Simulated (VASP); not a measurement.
# SnO (P4/nmm) in VASP: further runs

Runs on SnO. Level: PBEsol. Tasks: single point.

All numbers are computed with VASP 6.6.1; they aren't measurements. Logs are shortened: lines on timing, memory, paths and dates and some standing lists are left out, and cuts for length are marked.

### 1 The cell of the first run

It takes space group P4/nmm (No. 129, tetragonal). The conventional cell has a = 4.071 Å, b = 4.071 Å, c = 4.465 Å, α = 90.00°, β = 90.00°, γ = 90.00°. Within 3.0 Å of Sn (site symmetry 4mm) lie 4 O at 2.31 Å. O (site symmetry -4m2) has 4 Sn at 2.31 Å and 4 O at 2.88 Å within 3.0 Å.

### 2 Single point, PBEsol

INCAR reads:

```
  PREC = Accurate
  ENCUT = 520
  EDIFF = 1E-6
  ISMEAR = 0
  SIGMA = 0.15
  LREAL = False
  LASPH = True
  NELM = 100
  ALGO = Normal
  ISIF = 2
  LWAVE = False
  LCHARG = False
  GGA = PS
  NBANDS = 28
```

KPOINTS reads:

```
Automatic mesh
0
Gamma
  10 10 8
```

POSCAR reads:

```
SnO
1.0
    4.0709000000      0.0000000000      0.0000000000
    0.0000000000      4.0709000000      0.0000000000
    0.0000000000      0.0000000000      4.4649000000
Sn O
2 2
Direct
    0.0000000000      0.5000000000      0.2425296443
    0.5000000000      0.0000000000      0.7574703557
    0.0000000000      0.0000000000      0.0000000000
    0.5000000000      0.5000000000      0.0000000000
```

Potentials or basis: VASP PAW PBE potentials, release 64 (Sn_d, O).

On the command line:

```sh
$ cat potpaw_PBE.64/Sn_d/POTCAR potpaw_PBE.64/O/POTCAR > POTCAR
$ mpirun -np 1 vasp_std > vasp.out
```

OUTCAR:

```text
PREC = Accurate
   ENCUT = 520
   EDIFF = 1E-6
   ISMEAR = 0
   LREAL = False
   LASPH = True
   NELM = 100
   ISIF = 2
   GGA = PS

 ion  position               nearest neighbor table
   1  0.000  0.500  0.243-   3 2.31   4 2.31   3 2.31   4 2.31   2 3.60   2 3.60   2 3.60   2 3.60
                             2 3.68   2 3.68   2 3.68   2 3.68
   2  0.500  0.000  0.757-   3 2.31   4 2.31   4 2.31   3 2.31   1 3.60   1 3.60   1 3.60   1 3.60
                             1 3.68   1 3.68   1 3.68   1 3.68
   3  0.000  0.000  0.000-   1 2.31   2 2.31   1 2.31   2 2.31
   4  0.500  0.500  0.000-   1 2.31   2 2.31   2 2.31   1 2.31

  LATTYP: Found a simple tetragonal cell.
 ALAT       =     4.0709000000
 C/A-ratio  =     1.0967844948

  Lattice vectors:

 A1 = (   4.0709000000,   0.0000000000,   0.0000000000)
 A2 = (   0.0000000000,   4.0709000000,   0.0000000000)
 A3 = (   0.0000000000,   0.0000000000,   4.4649000000)

Analysis of symmetry for initial positions (statically):
=====================================================================
 Subroutine PRICEL returns:
 Original cell was already a primitive cell.

 Routine SETGRP: Setting up the symmetry group for a
 simple tetragonal supercell.

 Subroutine GETGRP returns: Found 16 space group operations
 (whereof  8 operations were pure point group operations)
 out of a pool of 16 trial point group operations.

The static configuration has the point symmetry D_2d.
 The point group associated with its full space group is D_4h.

Analysis of symmetry for dynamics (positions and initial velocities):
=====================================================================
 Subroutine PRICEL returns:
 Original cell was already a primitive cell.

 Routine SETGRP: Setting up the symmetry group for a
 simple tetragonal supercell.

 Subroutine GETGRP returns: Found 16 space group operations
 (whereof  8 operations were pure point group operations)
 out of a pool of 16 trial point group operations.

The dynamic configuration has the point symmetry D_2d.
 The point group associated with its full space group is D_4h.

 Subroutine INISYM returns: Found 16 space group operations
 (whereof  8 operations are pure point group operations),
 and found     1 'primitive' translations
[... 93 lines left out ...]
   ISPIN  =      1    spin polarized calculation?
   LNONCOLLINEAR =      F non collinear calculations
   LSORBIT =      F    spin-orbit coupling
   LASPH  =      T    aspherical Exc in radial PAW
   ENCUT  =  520.0 eV  38.22 Ry    6.18 a.u.   7.57  7.57  8.30*2*pi/ulx,y,z
   NELM   =    100;   NELMIN=  2; NELMDL= -5     # of ELM steps
   EDIFF  = 0.1E-05   stopping-criterion for ELM
   LREAL  =      F    real-space projection
   EDIFFG = 0.1E-04   stopping-criterion for IOM
   NSW    =      0    number of steps for IOM
   IBRION =     -1    ionic relax: 0-MD 1-quasi-New 2-CG
   NFREE  =      0    steps in history (QN), initial steepest desc. (CG)
   ISIF   =      2    stress and relaxation
   ISYM   =      2    0-nonsym 1-usesym 2-fastsym
   POTIM  = 0.5000    time-step for ionic-motion
   TEBEG  =    0.0;   TEEND  =   0.0 temperature during run
   PSTRESS=    0.0 pullay stress
   NELECT =      40.0000    total number of electrons
   NUPDOWN=      -1.0000    fix difference up-down
   EMIN   =  10.00;   EMAX   =-10.00  energy-range for DOS
   EFERMI =   0.00;   METHOD = LEGACY
   ISMEAR =     0;   SIGMA  =   0.15  broadening in eV -4-tet -1-fermi 0-gaus
   EFERMI_NEDOS =   21; number of points for ismear=-14 and -15
   IALGO  =     38    algorithm
   IMIX   =      4    mixing-type and parameters
     AMIX     =   0.40;   BMIX     =  1.00
     AMIX_MAG =   1.60;   BMIX_MAG =  1.00
  volume/ion in A,a.u.               =      18.50       124.83
  Fermi-wavevector in a.u.,A,eV,Ry     =   1.333615  2.520168 24.198373  1.778530
  Thomas-Fermi vector in A             =   2.462460
   LORBIT       =      0    0 simple, 1 ext, 2 COOP (PROOUT), +10 PAW based schemes
   GGA     = PS    functional components
   LHFCALC =     F    Hartree Fock is set to
   AEXX    =    0.0000 exact exchange contribution
   IVDW    =     0    specifies the selected vdW correction
   LEPSILON=     F    determine dielectric tensor
   LRPA    =     F    only Hartree local field effects (RPA)
 non-spin polarized calculation
 Gauss-broadening in eV      SIGMA  =   0.15
  energy-cutoff  :      520.00
  volume of cell :       73.99
 maximum number of plane-waves:      2013
   NGX = 15   NGY = 15   NGZ = 17

 number of electron      39.9999999 magnetization

 Free energy of the ion-electron system (eV)
  ---------------------------------------------------
  ext. energy  EPLUGINS =         0.00000000
  ---------------------------------------------------
  free energy    TOTEN  =       -23.90591710 eV

  energy without entropy =      -23.90590989  energy(sigma->0) =      -23.90591349

 E-fermi :   5.9947     XC(G=0): -10.2655

 val. band max:        5.6162164429   @ k =   0.2000   0.2000   0.0000
 cond. band min:       6.3017964052   @ k =   0.5000   0.5000   0.0000
 fundamental gap:      0.6855799622
 Fermi energy:         5.9947323757

 k-point     1 :       0.0000    0.0000    0.0000
  band No.  band energies     occupation
      1     -15.4232      2.00000
      2     -15.1503      2.00000
      3     -15.1503      2.00000
      4     -15.1255      2.00000
      5     -15.1105      2.00000
      6     -15.0922      2.00000
[... 733 lines left out ...]
     27      13.4899      0.00000
     28      15.0023      0.00000

 [... further k-points ...]

------------------------ aborting loop because EDIFF is reached ----------------------------------------

  FORCE on cell =-STRESS in cart. coord.  units (eV):
  Direction    XX          YY          ZZ          XY          YZ          ZX
  --------------------------------------------------------------------------------------
  -------------------------------------------------------------------------------------
  Total       -4.7354947     -4.7354947     -0.6654919      0.0000000     -0.0000000      0.0000000
  in kB     -102.5376445   -102.5376445    -14.4098926      0.0000000     -0.0000000      0.0000000
  external PRESSURE =     -73.1617272 kB  Pullay stress =       0.0000000 kB

 VOLUME and BASIS-vectors are now :
 -----------------------------------------------------------------------------
  energy-cutoff  :      520.00
  volume of cell :       73.99
      direct lattice vectors                 reciprocal lattice vectors
     4.070900000  0.000000000  0.000000000     0.245645926  0.000000000  0.000000000
     0.000000000  4.070900000  0.000000000     0.000000000  0.245645926  0.000000000
     0.000000000  0.000000000  4.464900000     0.000000000  0.000000000  0.223969182

 POSITION                                       TOTAL-FORCE (eV/Angst)
 -----------------------------------------------------------------------------------
      0.00000      2.03545      1.08287         0.000000     -0.000000     -0.371879
      2.03545      0.00000      3.38203        -0.000000     -0.000000      0.371879
      0.00000      0.00000      0.00000         0.000000      0.000000      0.000000
      2.03545      2.03545      0.00000         0.000000     -0.000000      0.000000
 -----------------------------------------------------------------------------------
    total drift:                                0.000000      0.000000     -0.000000

  FREE ENERGIE OF THE ION-ELECTRON SYSTEM (eV)
  ---------------------------------------------------
  free  energy   TOTEN  =       -23.9059170956 eV

  energy  without entropy=      -23.9059098872  energy(sigma->0) =      -23.90591349
```

Wall time 78 s (1 thread of Intel Xeon 6975P-C (Granite Rapids), shared host); peak memory 0.29 GiB.

Results:

```
Free energy            : -23.9059 eV
Pressure               : -7.3 GPa
Largest force          : 0.372 eV/Å
Band gap on the k mesh : 0.69 eV (least direct gap 1.61 eV)
```

Forces in eV/Å, atoms in the order of the input:
```
Sn   0.000  0.000 -0.372
Sn   0.000  0.000  0.372
O    0.000  0.000  0.000
O    0.000  0.000  0.000
```

Caveat: the cell stands under tension; the PAW data sets were made with another functional, which shifts forces and pressure a little; spin-orbit coupling is left out, which moves the levels of the heavy elements. A k mesh can miss the band edges.

### 3 Single point, PBEsol

This run uses another cell than the first one, of 19.52 Å³/atom.

INCAR reads:

```
SYSTEM = SnO
ALGO = Normal
EDIFF = 1E-7
ENCUT = 520
GGA = PS
ISIF = 2
ISMEAR = 0
LASPH = .True.
LCHARG = .True.
LELF = .True.
LREAL = .False.
LVHAR = .True.
LWAVE = .False.
NBANDS = 28
NELM = 80
PREC = Accurate
SIGMA = 0.15
```

KPOINTS reads:

```
k-points
0
Gamma
  10 10 8
  0 0 0
```

POSCAR reads:

```
SnO
1.0
    3.9378000000      0.0000000000      0.0000000000
    0.0000000000      3.9378000000      0.0000000000
    0.0000000000      0.0000000000      5.0349000000
Sn O
2 2
Direct
    0.0000000000      0.5000000000      0.2425296443
    0.5000000000      0.0000000000      0.7574703557
    0.0000000000      0.0000000000      0.0000000000
    0.5000000000      0.5000000000      0.0000000000
```

Potentials or basis: VASP PAW PBE potentials, release 64 (Sn_d, O).

On the command line:

```sh
$ cat potpaw_PBE.64/Sn_d/POTCAR potpaw_PBE.64/O/POTCAR > POTCAR
$ mpirun -np 1 vasp_std > vasp.out
```

OUTCAR:

```text
SYSTEM = SnO
   EDIFF = 1E-7
   ENCUT = 520
   GGA = PS
   ISIF = 2
   ISMEAR = 0
   LASPH = .True.
   LREAL = .False.
   NELM = 80
   PREC = Accurate

 ion  position               nearest neighbor table
   1  0.000  0.500  0.243-   3 2.32   4 2.32   3 2.32   4 2.32   2 3.70   2 3.70   2 3.70   2 3.70

   2  0.500  0.000  0.757-   3 2.32   4 2.32   4 2.32   3 2.32   1 3.70   1 3.70   1 3.70   1 3.70

   3  0.000  0.000  0.000-   1 2.32   2 2.32   1 2.32   2 2.32
   4  0.500  0.500  0.000-   1 2.32   2 2.32   2 2.32   1 2.32

  LATTYP: Found a simple tetragonal cell.
 ALAT       =     3.9378000000
 C/A-ratio  =     1.2786073442

  Lattice vectors:

 A1 = (   3.9378000000,   0.0000000000,   0.0000000000)
 A2 = (   0.0000000000,   3.9378000000,   0.0000000000)
 A3 = (   0.0000000000,   0.0000000000,   5.0349000000)

Analysis of symmetry for initial positions (statically):
=====================================================================
 Subroutine PRICEL returns:
 Original cell was already a primitive cell.

 Routine SETGRP: Setting up the symmetry group for a
 simple tetragonal supercell.

 Subroutine GETGRP returns: Found 16 space group operations
 (whereof  8 operations were pure point group operations)
 out of a pool of 16 trial point group operations.

The static configuration has the point symmetry D_2d.
 The point group associated with its full space group is D_4h.

Analysis of symmetry for dynamics (positions and initial velocities):
=====================================================================
 Subroutine PRICEL returns:
 Original cell was already a primitive cell.

 Routine SETGRP: Setting up the symmetry group for a
 simple tetragonal supercell.

 Subroutine GETGRP returns: Found 16 space group operations
 (whereof  8 operations were pure point group operations)
[... 124 lines left out ...]
   IALGO  =     38    algorithm
   IMIX   =      4    mixing-type and parameters
     AMIX     =   0.40;   BMIX     =  1.00
     AMIX_MAG =   1.60;   BMIX_MAG =  1.00
  volume/ion in A,a.u.               =      19.52       131.71
  Fermi-wavevector in a.u.,A,eV,Ry     =   1.309972  2.475489 23.347970  1.716027
  Thomas-Fermi vector in A             =   2.440534
   LORBIT       =      0    0 simple, 1 ext, 2 COOP (PROOUT), +10 PAW based schemes
   GGA     = PS    functional components
   LHFCALC =     F    Hartree Fock is set to
   AEXX    =    0.0000 exact exchange contribution
   IVDW    =     0    specifies the selected vdW correction
   LEPSILON=     F    determine dielectric tensor
   LRPA    =     F    only Hartree local field effects (RPA)
 non-spin polarized calculation
 Gauss-broadening in eV      SIGMA  =   0.15
  energy-cutoff  :      520.00
  volume of cell :       78.07
 maximum number of plane-waves:      2138
 NGX is ok and might be reduce to    30
   NGX = 15   NGY = 15   NGZ = 19

 number of electron      39.9999982 magnetization

 Free energy of the ion-electron system (eV)
  ---------------------------------------------------
  ext. energy  EPLUGINS =         0.00000000
  ---------------------------------------------------
  free energy    TOTEN  =       -23.93912263 eV

  energy without entropy =      -23.93868179  energy(sigma->0) =      -23.93890221

 E-fermi :   5.6370     XC(G=0):  -9.9601

 val. band max:        5.4797208562   @ k =   0.0000   0.0000   0.0000
 cond. band min:       5.7148674465   @ k =   0.5000   0.5000   0.0000
 fundamental gap:      0.2351465903
 Fermi energy:         5.6369501695

 k-point     1 :       0.0000    0.0000    0.0000
  band No.  band energies     occupation
      1     -15.9077      2.00000
      2     -15.6706      2.00000
      3     -15.6626      2.00000
      4     -15.6626      2.00000
      5     -15.6502      2.00000
      6     -15.6291      2.00000
[... 733 lines left out ...]
     27      12.5250      0.00000
     28      14.7067      0.00000

 [... further k-points ...]

------------------------ aborting loop because EDIFF is reached ----------------------------------------

  FORCE on cell =-STRESS in cart. coord.  units (eV):
  Direction    XX          YY          ZZ          XY          YZ          ZX
  --------------------------------------------------------------------------------------
  -------------------------------------------------------------------------------------
  Total       -4.4482235     -4.4482235     -4.3307943      0.0000000     -0.0000000      0.0000000
  in kB      -91.2849167    -91.2849167    -88.8750751      0.0000000     -0.0000000      0.0000000
  external PRESSURE =     -90.4816362 kB  Pullay stress =       0.0000000 kB

 VOLUME and BASIS-vectors are now :
 -----------------------------------------------------------------------------
  energy-cutoff  :      520.00
  volume of cell :       78.07
      direct lattice vectors                 reciprocal lattice vectors
     3.937800000  0.000000000  0.000000000     0.253948905  0.000000000  0.000000000
     0.000000000  3.937800000  0.000000000     0.000000000  0.253948905  0.000000000
     0.000000000  0.000000000  5.034900000     0.000000000  0.000000000  0.198613677

 POSITION                                       TOTAL-FORCE (eV/Angst)
 -----------------------------------------------------------------------------------
      0.00000      1.96890      1.22111        -0.000000      0.000000     -1.521390
      1.96890      0.00000      3.81379         0.000000      0.000000      1.521390
      0.00000      0.00000      0.00000        -0.000000      0.000000      0.000000
      1.96890      1.96890      0.00000         0.000000     -0.000000      0.000000
 -----------------------------------------------------------------------------------
    total drift:                                0.000000      0.000000      0.000000

  FREE ENERGIE OF THE ION-ELECTRON SYSTEM (eV)
  ---------------------------------------------------
  free  energy   TOTEN  =       -23.9391226310 eV

  energy  without entropy=      -23.9386817889  energy(sigma->0) =      -23.93890221
```

Run time: 99 s. Hardware: 1 thread of Intel Xeon 6975P-C (Granite Rapids), shared host; peak memory 0.3 GiB.

What came out:

- Free energy: -23.9391 eV
- Pressure: -9.0 GPa
- Largest force: 1.521 eV/Å
- Band gap on the k mesh: 0.24 eV (least direct gap 1.93 eV)

Forces in eV/Å, atoms in the order of the input:
```
Sn   0.000  0.000 -1.521
Sn   0.000  0.000  1.521
O    0.000  0.000  0.000
O    0.000  0.000  0.000
```

Stress tensor (GPa, compression positive):
```
-9.13  0.00  0.00
 0.00 -9.13  0.00
 0.00  0.00 -8.89
```

Levels at points of the mesh, in eV from the valence-band top:
```tsv
k point	band 18	band 19	band 20	band 21	band 22	band 23
(0.00, 0.00, 0.00)	-2.33	-2.33	0.00	1.93	4.46	4.48
(0.50, 0.00, 0.00)	-3.85	-2.26	-2.26	2.97	2.97	5.56
(0.50, 0.50, 0.00)	-1.76	-1.73	-1.73	0.24	0.24	4.37
(0.00, 0.00, 0.50)	-2.35	-2.35	-1.75	1.84	2.98	2.98
(0.50, 0.00, 0.50)	-3.82	-1.41	-1.41	2.46	2.46	5.17
(0.50, 0.50, 0.50)	-2.45	-1.73	-1.73	2.42	2.42	3.76
```

Caveat: the cell stands under tension; the PAW data sets were made with another functional, which shifts forces and pressure a little; spin-orbit coupling is left out, which moves the levels of the heavy elements.
